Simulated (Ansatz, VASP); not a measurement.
**One calculation of BiAs, two programs**

```
As Bi
1.0
     0.00000    3.38668    3.35315
     3.38668    0.00000    3.35315
     3.38668    3.38668    0.00000
As Bi
1 1
Direct
  0.00000 0.00000 0.00000
  0.25000 0.25000 0.25000
```

Change from the starting cell: x and y stretched by +1 %, z held, PAW files.

Alike in both runs: task electric field gradients; functional PBE; k mesh 10 × 10 × 10; occupations fermi-dirac, width 0.05 eV; no spin polarisation.

|  | VASP | Ansatz |
| --- | --- | --- |
| version | VASP 6.6.1 | Ansatz 0.2.0 |
| potentials or method | VASP PAW PBE potentials, release 64 (As, Bi_d) | PAW with Ansatz's default frozen-core files, scalar-relativistic |
| plane-wave cutoff (eV) | 520 | 420 |
| valence electrons in the cell | 20 | 30 |

```csv
,VASP,Ansatz,Ansatz less VASP
pressure (GPa),-0.7,-0.7,0.00
size of Vzz on the site where it differs most (V/Å²),3.8,4.0,+0.25
```

VASP's potentials hold 20 valence electrons a cell and Ansatz's 30, so a difference there can come from the potentials and not from the codes.

Spin-orbit coupling is off throughout.
